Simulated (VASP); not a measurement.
# Sn3Te2O (P6/mmm) in VASP: a series of runs

Sn3Te2O is run at these levels: PBE; tasks: single point.

Program: VASP 6.6.1. These are calculated values, not measurements. Logs are shortened: lines on timing, memory, paths and dates and some standing lists are left out, and cuts for length are marked.

## Step 1: The cell of the first run

Symmetry: P6/mmm, No. 191, hexagonal system. Conventional cell: a = 5.848 Å, b = 5.848 Å, c = 6.081 Å, α = 90.00°, β = 90.00°, γ = 120.00°. Sn (site symmetry mmm) has 2 O at 2.92 Å and 4 Sn at 2.92 Å and 4 Te at 3.48 Å within 3.9 Å. Te (site symmetry -6m2) has 3 Te at 3.38 Å and 6 Sn at 3.48 Å and 6 O at 4.54 Å within 4.6 Å. O (site symmetry 6/mmm) has 6 Sn at 2.92 Å within 3.9 Å.

The cell was generated, and may not be a known phase.

## Step 2: Single point, PBE

INCAR

```
SYSTEM = Sn3Te2O
ALGO = Normal
EDIFF = 1E-6
ENCUT = 520
GGA = PE
ISIF = 2
ISMEAR = 0
LASPH = .True.
LCHARG = .True.
LELF = .True.
LREAL = .False.
LVHAR = .True.
LWAVE = .False.
NBANDS = 39
NELM = 60
PREC = Accurate
SIGMA = 0.1
```

KPOINTS

```
k-points
0
Gamma
  3 3 4
  0 0 0
```

POSCAR

```
Sn3Te2O
1.0
    5.8483886286      0.0000000000      0.0000000000
   -2.9241943143      5.0648531236      0.0000000000
    0.0000000000      0.0000000000      6.0812641815
Sn Te O
3 2 1
Direct
    0.5000000000      0.0000000000      0.5000000000
    0.0000000000      0.5000000000      0.5000000000
    0.5000000000      0.5000000000      0.5000000000
    0.3333333333      0.6666666667      0.0000000000
    0.6666666667      0.3333333333      0.0000000000
    0.0000000000      0.0000000000      0.5000000000
```

Potentials or basis: VASP PAW PBE potentials, release 64 (Sn_d, Te, O).

Command:

```sh
> cat potpaw_PBE.64/Sn_d/POTCAR potpaw_PBE.64/Te/POTCAR potpaw_PBE.64/O/POTCAR > POTCAR
> mpirun -np 1 vasp_std > vasp.out
```

OUTCAR:

```text
SYSTEM = Sn3Te2O
   EDIFF = 1E-6
   ENCUT = 520
   GGA = PE
   ISIF = 2
   ISMEAR = 0
   LASPH = .True.
   LREAL = .False.
   NELM = 60
   PREC = Accurate

 ion  position               nearest neighbor table
   1  0.500  0.000  0.500-   2 2.92   3 2.92   3 2.92   2 2.92   4 3.48   5 3.48   4 3.48   5 3.48

   2  0.000  0.500  0.500-   3 2.92   3 2.92   1 2.92   1 2.92   4 3.48   5 3.48   4 3.48   5 3.48

   3  0.500  0.500  0.500-   2 2.92   2 2.92   1 2.92   1 2.92   4 3.48   5 3.48   4 3.48   5 3.48

   4  0.333  0.667  0.000-   5 3.38   5 3.38   5 3.38   2 3.48   2 3.48   1 3.48   1 3.48   3 3.48
                             3 3.48
   5  0.667  0.333  0.000-   4 3.38   4 3.38   4 3.38   2 3.48   2 3.48   1 3.48   1 3.48   3 3.48
                             3 3.48
   6  0.000  0.000  0.500-

  LATTYP: Found a hexagonal cell.
 ALAT       =     5.8483886286
 C/A-ratio  =     1.0398187548

  Lattice vectors:

 A1 = (   5.8483886286,   0.0000000000,   0.0000000000)
 A2 = (  -2.9241943143,   5.0648531236,   0.0000000000)
 A3 = (   0.0000000000,   0.0000000000,   6.0812641815)

Analysis of symmetry for initial positions (statically):
=====================================================================
 Subroutine PRICEL returns:
 Original cell was already a primitive cell.

 Routine SETGRP: Setting up the symmetry group for a
 hexagonal supercell.

 Subroutine GETGRP returns: Found 24 space group operations
 (whereof 24 operations were pure point group operations)
 out of a pool of 24 trial point group operations.

The static configuration has the point symmetry D_6h.

Analysis of symmetry for dynamics (positions and initial velocities):
=====================================================================
 Subroutine PRICEL returns:
 Original cell was already a primitive cell.

 Routine SETGRP: Setting up the symmetry group for a
 hexagonal supercell.

 Subroutine GETGRP returns: Found 24 space group operations
 (whereof 24 operations were pure point group operations)
 out of a pool of 24 trial point group operations.

The dynamic configuration has the point symmetry D_6h.

 Subroutine INISYM returns: Found 24 space group operations
 (whereof 24 operations are pure point group operations),
 and found     1 'primitive' translations

----------------------------------------------------------------------------------------

                                     Primitive cell

  volume of cell :     180.1345

  direct lattice vectors                    reciprocal lattice vectors
     5.848388629  0.000000000  0.000000000     0.170987269  0.098719546  0.000000000
    -2.924194314  5.064853124  0.000000000     0.000000000  0.197439092  0.000000000
     0.000000000  0.000000000  6.081264181     0.000000000  0.000000000  0.164439493

  length of vectors
     5.848388629  5.848388629  6.081264181     0.197439092  0.197439092  0.164439493

  position of ions in fractional coordinates (direct lattice)
     0.500000000  0.000000000  0.500000000
     0.000000000  0.500000000  0.500000000
     0.500000000  0.500000000  0.500000000
     0.333333333  0.666666667  0.000000000
     0.666666667  0.333333333  0.000000000
     0.000000000  0.000000000  0.500000000

  ion indices of the primitive-cell ions
   primitive index   ion index
                 1           1
                 2           2
                 3           3
                 4           4
                 5           5
                 6           6

----------------------------------------------------------------------------------------

 KPOINTS: k-points

Automatic generation of k-mesh.
 Grid dimensions read from file:
 generate k-points for:    3    3    4

 Generating k-lattice:

  Cartesian coordinates                     Fractional coordinates (reciprocal lattice)
     0.056995756  0.032906515  0.000000000     0.333333333 -0.000000000  0.000000000
     0.000000000  0.065813031  0.000000000     0.000000000  0.333333333  0.000000000
     0.000000000  0.000000000  0.041109873     0.000000000  0.000000000  0.250000000

  Length of vectors
     0.065813031  0.065813031  0.041109873

  Shift w.r.t. Gamma in fractional coordinates (k-lattice)
     0.000000000  0.000000000  0.000000000

 Subroutine IBZKPT returns following result:
 ===========================================

 Found      9 irreducible k-points:

 Following reciprocal coordinates:
            Coordinates               Weight
  0.000000  0.000000  0.000000      1.000000
  0.333333  0.000000  0.000000      6.000000
  0.333333  0.333333  0.000000      2.000000
  0.000000  0.000000  0.250000      2.000000
  0.333333  0.000000  0.250000     12.000000
  0.333333  0.333333  0.250000      4.000000
  0.000000  0.000000  0.500000      1.000000
  0.333333  0.000000  0.500000      6.000000
  0.333333  0.333333  0.500000      2.000000
   k-points           NKPTS =      9   k-points in BZ     NKDIM =      9   number of bands    NBANDS=     39
   number of dos      NEDOS =    301   number of ions     NIONS =      6
   total plane-waves  NPLWV = 110592
   dimension x,y,z NGX =    48 NGY =   48 NGZ =   48
   dimension x,y,z NGXF=    96 NGYF=   96 NGZF=   96
   ions per type =               3   2   1
   NGX,Y,Z   is equivalent  to a cutoff of  13.64, 13.64, 13.12 a.u.
   NGXF,Y,Z  is equivalent  to a cutoff of  27.29, 27.29, 26.24 a.u.
 SYSTEM =  Sn3Te2O
   PREC   = accura    normal or accurate (medium, high low for compatibility)
   ISTART =      0    job   : 0-new  1-cont  2-samecut
   ICHARG =      2    charge: 1-file 2-atom 10-const
   ISPIN  =      1    spin polarized calculation?
   LNONCOLLINEAR =      F non collinear calculations
   LSORBIT =      F    spin-orbit coupling
   LASPH  =      T    aspherical Exc in radial PAW
   ENCUT  =  520.0 eV  38.22 Ry    6.18 a.u.  10.87 10.87 11.31*2*pi/ulx,y,z
   NELM   =     60;   NELMIN=  2; NELMDL= -5     # of ELM steps
   EDIFF  = 0.1E-05   stopping-criterion for ELM
   LREAL  =      F    real-space projection
[... 7 lines left out ...]
   TEBEG  =    0.0;   TEEND  =   0.0 temperature during run
   PSTRESS=    0.0 pullay stress
   NELECT =      60.0000    total number of electrons
   NUPDOWN=      -1.0000    fix difference up-down
   EMIN   =  10.00;   EMAX   =-10.00  energy-range for DOS
   EFERMI =   0.00;   METHOD = LEGACY
   ISMEAR =     0;   SIGMA  =   0.10  broadening in eV -4-tet -1-fermi 0-gaus
   EFERMI_NEDOS =   21; number of points for ismear=-14 and -15
   IALGO  =     38    algorithm
   IMIX   =      4    mixing-type and parameters
     AMIX     =   0.40;   BMIX     =  1.00
     AMIX_MAG =   1.60;   BMIX_MAG =  1.00
  volume/ion in A,a.u.               =      30.02       202.60
  Fermi-wavevector in a.u.,A,eV,Ry     =   1.134818  2.144495 17.521748  1.287812
  Thomas-Fermi vector in A             =   2.271522
   LORBIT       =      0    0 simple, 1 ext, 2 COOP (PROOUT), +10 PAW based schemes
   GGA     = PE    functional components
   LHFCALC =     F    Hartree Fock is set to
   AEXX    =    0.0000 exact exchange contribution
   IVDW    =     0    specifies the selected vdW correction
   LEPSILON=     F    determine dielectric tensor
   LRPA    =     F    only Hartree local field effects (RPA)
 non-spin polarized calculation
 Gauss-broadening in eV      SIGMA  =   0.10
  energy-cutoff  :      520.00
  volume of cell :      180.13
 maximum number of plane-waves:      4862
 NGX is ok and might be reduce to    48
   NGX = 21   NGY = 21   NGZ = 23

 number of electron      59.9999993 magnetization

 Free energy of the ion-electron system (eV)
  ---------------------------------------------------
  ext. energy  EPLUGINS =         0.00000000
  ---------------------------------------------------
  free energy    TOTEN  =       -21.21225067 eV

  energy without entropy =      -21.20298688  energy(sigma->0) =      -21.20761878

 E-fermi :   5.2370     XC(G=0):  -9.0199

 val. band max:        5.2081802316   @ k =   0.3333   0.0000   0.5000
 cond. band min:       5.4050737374   @ k =   0.3333   0.0000   0.0000
 fundamental gap:      0.1968935057
 Fermi energy:         5.2370081292

 k-point     1 :       0.0000    0.0000    0.0000
  band No.  band energies     occupation
      1     -17.0081      2.00000
      2     -16.9361      2.00000
      3     -16.9361      2.00000
      4     -16.8184      2.00000
      5     -16.7421      2.00000
      6     -16.7285      2.00000
[... 31 lines left out ...]
     38      10.9546      0.00000
     39      10.9546      0.00000

 k-point     2 :       0.3333    0.0000    0.0000
  band No.  band energies     occupation
      1     -16.9527      2.00000
      2     -16.8605      2.00000
      3     -16.8093      2.00000
      4     -16.7789      2.00000
      5     -16.7158      2.00000
      6     -16.7126      2.00000
[... 31 lines left out ...]
     38       9.7528      0.00000
     39      11.2455      0.00000

 k-point     3 :       0.3333    0.3333    0.0000
  band No.  band energies     occupation
      1     -16.8538      2.00000
      2     -16.8111      2.00000
      3     -16.8111      2.00000
      4     -16.7246      2.00000
      5     -16.7246      2.00000
      6     -16.7021      2.00000
[... 31 lines left out ...]
     38       9.5850      0.00000
     39      10.3573      0.00000

 k-point     4 :       0.0000    0.0000    0.2500
  band No.  band energies     occupation
      1     -17.0080      2.00000
      2     -16.9360      2.00000
      3     -16.9360      2.00000
      4     -16.8187      2.00000
      5     -16.7417      2.00000
      6     -16.7286      2.00000
[... 31 lines left out ...]
     38      11.7375      0.00000
     39      11.7375      0.00000
[... 124 lines left out ...]
     38      10.9282      0.00000
     39      11.6604      0.00000

 k-point     8 :       0.3333    0.0000    0.5000
  band No.  band energies     occupation
      1     -16.9527      2.00000
      2     -16.8604      2.00000
      3     -16.8092      2.00000
      4     -16.7794      2.00000
      5     -16.7160      2.00000
      6     -16.7119      2.00000
[... 31 lines left out ...]
     38      10.0525      0.00000
     39      10.8210      0.00000

 k-point     9 :       0.3333    0.3333    0.5000
  band No.  band energies     occupation
      1     -16.8538      2.00000
      2     -16.8109      2.00000
      3     -16.8109      2.00000
      4     -16.7250      2.00000
      5     -16.7250      2.00000
      6     -16.7022      2.00000
[... 31 lines left out ...]
     38       9.7023      0.00000
     39       9.7330      0.00000

------------------------ aborting loop because EDIFF is reached ----------------------------------------

  FORCE on cell =-STRESS in cart. coord.  units (eV):
  Direction    XX          YY          ZZ          XY          YZ          ZX
  --------------------------------------------------------------------------------------
  -------------------------------------------------------------------------------------
  Total       -0.1159051     -0.1159051      0.0054329      0.0000000      0.0000000      0.0000000
  in kB       -1.0308992     -1.0308992      0.0483222      0.0000000      0.0000000      0.0000000
  external PRESSURE =      -0.6711587 kB  Pullay stress =       0.0000000 kB

 VOLUME and BASIS-vectors are now :
 -----------------------------------------------------------------------------
  energy-cutoff  :      520.00
  volume of cell :      180.13
      direct lattice vectors                 reciprocal lattice vectors
     5.848388629  0.000000000  0.000000000     0.170987269  0.098719546  0.000000000
    -2.924194314  5.064853124  0.000000000     0.000000000  0.197439092  0.000000000
     0.000000000  0.000000000  6.081264181     0.000000000  0.000000000  0.164439493

 POSITION                                       TOTAL-FORCE (eV/Angst)
 -----------------------------------------------------------------------------------
      2.92419      0.00000      3.04063         0.000000      0.000000      0.000000
     -1.46210      2.53243      3.04063         0.000000      0.000000      0.000000
      1.46210      2.53243      3.04063         0.000000      0.000000      0.000000
     -0.00000      3.37657      0.00000        -0.000000      0.000000      0.000000
      2.92419      1.68828      0.00000        -0.000000     -0.000000      0.000000
      0.00000      0.00000      3.04063         0.000000      0.000000      0.000000
 -----------------------------------------------------------------------------------
    total drift:                                0.000000     -0.000000     -0.000000

  FREE ENERGIE OF THE ION-ELECTRON SYSTEM (eV)
  ---------------------------------------------------
  free  energy   TOTEN  =       -21.2122506748 eV

  energy  without entropy=      -21.2029868754  energy(sigma->0) =      -21.20761878
```

It took 61 s on 1 thread of Intel Xeon Platinum 8559C (Emerald Rapids), shared host; peak memory 0.34 GiB.

Results:

| Item | Value |
| --- | --- |
| Free energy | -21.2123 eV |
| Pressure | -0.1 GPa |
| Band gap on the k mesh | zero (bands 30 and 31 overlap by 1.32 eV) |

Stress tensor (GPa, compression positive):
```
-0.10  0.00  0.00
 0.00 -0.10  0.00
 0.00  0.00  0.00
```

Caveat: the k points lie up to 0.41 Å⁻¹ apart, too coarse for converged energies and pressures of a metal; spin-orbit coupling is left out, which moves the levels of the heavy elements.

## Step 3: Single point, PBE

This run uses another cell than the first one, of 31.59 Å³/atom.

INCAR

```
SYSTEM = Sn3Te2O
  PREC = Accurate
  ENCUT = 520
  EDIFF = 1E-6
  ISMEAR = 0
  SIGMA = 0.1
  LREAL = .FALSE.
  LASPH = .TRUE.
  NELM = 100
  ALGO = Normal
  ISIF = 2
  LWAVE = .FALSE.
  LCHARG = .FALSE.
  GGA = PE
  NBANDS = 39
```

KPOINTS

```
regular mesh
0
G
  6 6 2
  0 0 0
```

POSCAR: that of step 2 with these lines changed.

```diff
@@ -2,5 +2,5 @@
 1.0
-    5.8483886286      0.0000000000      0.0000000000
-   -2.9241943143      5.0648531236      0.0000000000
-    0.0000000000      0.0000000000      6.0812641815
+    5.7808533802      0.0000000000      0.0000000000
+   -2.8904266901      5.0063658828      0.0000000000
+    0.0000000000      0.0000000000      6.5497815890
 Sn Te O
```

Potentials or basis: VASP PAW PBE potentials, release 64 (Sn_d, Te, O).

Command:

```sh
> cat potpaw_PBE.64/Sn_d/POTCAR potpaw_PBE.64/Te/POTCAR potpaw_PBE.64/O/POTCAR > POTCAR
> mpirun -np 1 vasp_std > vasp.out
```

Wall time 94 s (1 thread of Intel Xeon Platinum 8559C (Emerald Rapids), shared host); peak memory 0.37 GiB.

The run converged. Its results:

```
Free energy            : -20.7953 eV
Pressure               : -0.1 GPa
Band gap on the k mesh : zero (bands 30 and 31 overlap by 1.15 eV)
```

Stress tensor (GPa, compression positive):
```
-0.03  0.00  0.00
 0.00 -0.03  0.00
 0.00  0.00 -0.13
```

Levels at points of the mesh, in eV from the Fermi level:
```csv
k point,band 28,band 29,band 30,band 31,band 32,band 33
"(0.00, 0.00, 0.00)",-0.97,-0.84,-0.04,-0.04,1.61,1.61
"(0.50, 0.00, 0.00)",-1.17,-0.94,-0.01,0.90,1.32,2.51
"(0.00, 0.00, 0.50)",-1.86,-0.20,-0.05,-0.05,0.19,1.48
"(0.50, 0.00, 0.50)",-0.87,-0.76,-0.63,0.35,0.96,1.19
```

Caveat: the k points lie up to 0.48 Å⁻¹ apart, too coarse for converged energies and pressures of a metal; spin-orbit coupling is left out, which moves the levels of the heavy elements.

## Step 4: Single point, PBE

This run uses another cell than the first one, of 32.53 Å³/atom.

INCAR

```
  PREC = Accurate
  ENCUT = 520
  EDIFF = 1E-6
  ISMEAR = 0
  SIGMA = 0.1
  LREAL = False
  LASPH = True
  NELM = 80
  ALGO = Normal
  ISIF = 2
  LWAVE = False
  LCHARG = True
  GGA = PE
  LELF = True
  LVHAR = True
  NBANDS = 39
```

KPOINTS

```
regular mesh
0
Gamma
  6 6 2
```

POSCAR

```
Sn3Te2O
1.0
    4.5729739200      0.0000000000      0.0000000000
   -2.2864869600      3.9603115800      0.0000000000
    0.0000000000      0.0000000000     10.7768651800
Sn Te O
3 2 1
Direct
    0.5000000000      0.0000000000      0.5000000000
    0.0000000000      0.5000000000      0.5000000000
    0.5000000000      0.5000000000      0.5000000000
    0.3333333300      0.6666666700      0.0000000000
    0.6666666700      0.3333333300      0.0000000000
    0.0000000000      0.0000000000      0.5000000000
```

Command:

```sh
> cat potpaw_PBE.64/Sn_d/POTCAR potpaw_PBE.64/Te/POTCAR potpaw_PBE.64/O/POTCAR > POTCAR
> mpirun -np 1 vasp_std > vasp.out
```

Wall time 92 s (1 thread of Intel Xeon Platinum 8559C (Emerald Rapids), shared host); peak memory 0.35 GiB.

Results (log left out):

- Free energy: -6.1055 eV
- Pressure: 45.1 GPa
- Band gap on the k mesh: zero (bands 30 and 31 overlap by 0.66 eV)

Stress tensor (GPa, compression positive):
```
67.85  0.00  0.00
 0.00 67.85  0.00
 0.00  0.00 -0.37
```

Levels at points of the mesh, in eV from the Fermi level:
```tsv
k point	band 28	band 29	band 30	band 31	band 32	band 33
(0.00, 0.00, 0.00)	-2.51	-2.51	-0.18	-0.18	1.16	1.59
(0.50, 0.00, 0.00)	-2.93	-1.69	-0.88	-0.54	2.18	3.08
(0.00, 0.00, 0.50)	-2.51	-2.51	-0.18	-0.18	1.16	2.24
(0.50, 0.00, 0.50)	-2.94	-1.65	-0.88	-0.61	2.19	3.12
```

Caveat: the stress differs along the axes, from -0 to 68 GPa; semilocal functionals underestimate gaps, and a narrow one can read as zero; spin-orbit coupling is left out, which moves the levels of the heavy elements.

## Step 5: Summary

```csv
cell,k mesh,gap on the mesh (eV),pressure (GPa)
"a = 5.848, b = 5.848, c = 6.081 Å, angles 90.0, 90.0, 120.0°, 6 atoms",3 × 3 × 4,none,-0.1
"a = 5.781, b = 5.781, c = 6.550 Å, angles 90.0, 90.0, 120.0°, 6 atoms",6 × 6 × 2,none,-0.1
"a = 4.573, b = 4.573, c = 10.777 Å, angles 90.0, 90.0, 120.0°, 6 atoms",6 × 6 × 2,none,45.1
```

Alike in all rows: task single point; level PBE; potentials or basis VASP PAW PBE potentials, release 64 (Sn_d, Te, O); no spin polarisation; cutoff (eV) 520; smearing gaussian 0.1 eV.

Caveats: some runs use coarse meshes; spin-orbit coupling is left out, which moves the levels of the heavy elements; the stress differs along the axes, from -0 to 68 GPa (at least some runs); semilocal functionals underestimate gaps, and a narrow one can read as zero (at least some runs).

Total energies depend on the potentials used, so only differences within one code and one set of settings carry meaning.

The gap in the log of VASP goes by the Fermi energy; the results here count the filled bands.